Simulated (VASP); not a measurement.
A run of VASP 6.6.1 is set up as follows.

INCAR

```
SYSTEM = CsPbI2Br
PREC = Accurate
ENCUT = 520
EDIFF = 1E-7
ISMEAR = 0
SIGMA = 0.02
LREAL = .False.
LASPH = .True.
NELM = 80
ALGO = Normal
ISIF = 2
LWAVE = .False.
LCHARG = .True.
GGA = PE
LELF = .True.
LVHAR = .True.
NBANDS = 30
```

File KPOINTS:

```
Automatic mesh
0
Gamma
  4 4 6
  0 0 0
```

POSCAR

```
CsPbI2Br
1.0
    6.3752960000      0.0000000000      0.0000000000
    0.0000000000      6.3752960000      0.0000000000
    0.0000000000      0.0000000000      5.9622200000
Cs Pb I Br
1 1 2 1
Direct
    0.5000000000      0.5000000000      0.5000000000
    0.0000000000      0.0000000000      0.0000000000
    0.0000000000      0.5000000000      0.0000000000
    0.5000000000      0.0000000000      0.0000000000
    0.0000000000      0.0000000000      0.5000000000
```

Potentials or basis: VASP PAW PBE potentials, release 64 (Cs_sv, Pb_d, I, Br).

Command:

```sh
$ cat potpaw_PBE.64/Cs_sv/POTCAR potpaw_PBE.64/Pb_d/POTCAR potpaw_PBE.64/I/POTCAR potpaw_PBE.64/Br/POTCAR > POTCAR
$ mpirun -np 1 vasp_std > vasp.out
```

**Question.** Estimate the pressure.

**Answer.** 0.3 GPa.

**Question.** What does it give for the band gap on the k mesh?

**Answer.** 1.47 eV.

Stress tensor (GPa, compression positive):
```
0.37 0.00 0.00
0.00 0.37 0.00
0.00 0.00 0.18
```

Caveat: spin-orbit coupling is left out, which moves the levels of the heavy elements. A k mesh can miss the band edges.
